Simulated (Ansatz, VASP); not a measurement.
## LiCl in VASP and in Ansatz

The input POSCAR:

```
LiCl
1.0
    0.0000000000      2.5560369926      2.5560369926
    2.5560369926      0.0000000000      2.5560369926
    2.5560369926      2.5560369926      0.0000000000
Li Cl
1 1
Direct
    0.0000000000      0.0000000000      0.0000000000
    0.5000000000      0.5000000000      0.5000000000
```

INCAR.step1

```
SYSTEM = LiCl
PREC = Accurate ; ENCUT = 830
ISMEAR = 0 ; SIGMA = 0.01
LREAL = .FALSE. ; LASPH = .TRUE.
NELM = 120 ; NBANDS = 12
GGA = PE ; ALGO = Normal
EDIFF = 1E-5 ; LWAVE = .TRUE.
LCHARG = .FALSE. ; GGA_COMPAT = .FALSE.
```

File INCAR.step2:

```
SYSTEM = LiCl
PREC = Accurate ; ENCUT = 830
EDIFF = 1E-6 ; ISMEAR = 0
SIGMA = 0.01 ; LREAL = .FALSE.
LASPH = .TRUE. ; NELM = 120
ALGO = Normal ; ISIF = 2
LWAVE = .FALSE. ; LCHARG = .TRUE.
METAGGA = R2SCAN ; LMIXTAU = .TRUE.
LELF = .TRUE. ; LVHAR = .TRUE.
NBANDS = 12 ; ISTART = 1
GGA_COMPAT = .FALSE.
```

KPOINTS

```
Automatic mesh
0
G
  4 4 4
  0 0 0
```

Input for Ansatz:

```yaml
crystal:
  lattice:
    - [0.0, 2.5560369926, 2.5560369926]
    - [2.5560369926, 0.0, 2.5560369926]
    - [2.5560369926, 2.5560369926, 0.0]
  atoms:
    - { symbol: Li, position: [0.0, 0.0, 0.0] }
    - { symbol: Cl, position: [0.5, 0.5, 0.5] }
kpoints:
  mp_grid: { grid: [4, 4, 4] }
hamiltonian:
  xc: r2scan
scf:
  occupations: { method: fixed }
output:
  optics:
    e_range: [2, 30]
    de: 0.2
    sigma: 0.15
    scissors: 0.6
    scheme: fermi_dirac
    bands: { spectra_wanted_up_to: 30 }
    kdotp_interpolation: "off"
```

Alike in both runs: task single point; functional r2SCAN; k mesh 4 × 4 × 4; no spin polarisation.

```csv
,VASP,Ansatz
version,VASP 6.6.1,Ansatz 0.2.0
potentials or method,"VASP PAW PBE potentials, release 64 (Li_sv, Cl)","plane waves, PAW"
plane-wave cutoff (eV),830,500
occupations,"gaussian, width 0.01 eV",fixed
valence electrons in the cell,10,10
```

Ansatz gave:

* gap on the k mesh at the Fermi level (eV): 7.29

Question: Which values does VASP return?

Answer: gap on the k mesh at the Fermi level (eV): 7.36.

VASP's potentials were made for PBE, not for r2SCAN.

The k mesh is coarse, so the values compare programs but aren't converged.
